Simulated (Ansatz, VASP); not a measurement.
**Si2N in VASP and in Ansatz**

```
Si N
1.0
     4.90553    0.00000    0.00000
     0.00000    2.77216    0.00000
    -1.24890    0.00000    5.36852
Si N
4 2
Direct
  0.25838 0.00000 0.05728
  0.26007 0.50000 0.59577
  0.74162 0.00000 0.94272
  0.73993 0.50000 0.40423
  0.65285 0.50000 0.71879
  0.34715 0.50000 0.28121
```

Change from the starting cell: the structure that the rattled cell fell into.

Alike in both runs: task single point; functional PBE; k mesh 4 × 6 × 4; occupations gaussian, width 0.1 eV; collinear spin.

|  | VASP | Ansatz |
| --- | --- | --- |
| version | VASP 6.6.1 | Ansatz 0.2.0 |
| potentials or method | VASP PAW PBE potentials, release 64 (Si, N), cutoff 520 eV | scalar-relativistic, plane waves, PAW |
| valence electrons in the cell | 26 | 26 |

|  | VASP | Ansatz | Ansatz less VASP |
| --- | --- | --- | --- |
| gap on the k mesh at the Fermi level (eV) | none | none | - |
| pressure (GPa) | 0.8 | 1.0 | +0.11 |
| traceless stress, the component that is largest in VASP (GPa) | -1.80 | -1.82 | -0.023 |
| rms of the force components (eV/Å) | 0.125 | 0.124 | -0.0010 |
| net moment per atom (μB) | 0.00 | 0.00 | 0.000 |

Atom by atom the forces differ by 0.008 eV/Å (rms over components). A gap of «none» marks a metal or a gap that the smearing closes. Ansatz's warnings: seeded moment not kept.

The k mesh is coarse, so the values compare programs but aren't converged.
